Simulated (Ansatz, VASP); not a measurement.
## Two plane-wave programs on AlCuC4N4

```
CELL_PARAMETERS angstrom
5.86040 0.00000 0.00000
0.00000 5.86040 0.00000
0.00000 0.00000 5.86040
ATOMIC_POSITIONS crystal
Al 0.00000 0.00000 0.00000
Cu 0.50000 0.50000 0.50000
C 0.19360 0.19360 0.19360
C 0.19360 0.80640 0.80640
C 0.80640 0.19360 0.80640
C 0.80640 0.80640 0.19360
N 0.30825 0.30825 0.30825
N 0.30825 0.69175 0.69175
N 0.69175 0.30825 0.69175
N 0.69175 0.69175 0.30825
```

Alike in both runs: functional PBE; k mesh 4 × 4 × 4; occupations gaussian, width 0.1 eV; collinear spin.

Ansatz relaxed the structure, and its values are those at the end. VASP's run is a single point on that final structure, the one shown.

|  | VASP | Ansatz |
| --- | --- | --- |
| version | VASP 6.6.1 | Ansatz 0.2.0 |
| potentials or method | VASP PAW PBE potentials, release 64 (Al, Cu, C, N), cutoff 520 eV | scalar-relativistic, plane waves, PAW |
| valence electrons in the cell | 50 | 58 |

|  | VASP | Ansatz | Ansatz less VASP |
| --- | --- | --- | --- |
| gap on the k mesh at the Fermi level (eV) | 3.03 | 3.02 | -0.009 |
| least direct gap on the mesh (eV) | 3.10 | 3.09 | -0.009 |
| pressure (GPa) | 0.6 | 0.2 | -0.44 |
| rms of the force components (eV/Å) | 0.205 | 0.027 | -0.1785 |
| net moment per atom (μB) | 0.00 | 0.00 | 0.000 |

One of these differences is far larger than is usual between the two programs; its cause wasn't traced. VASP's potentials hold 50 valence electrons a cell and Ansatz's 58, so a difference there can come from the potentials and not from the codes. Ansatz's warnings: seeded moment not kept.

Noted on VASP's run: the standard files for N, O and F lose accuracy on very short bonds.
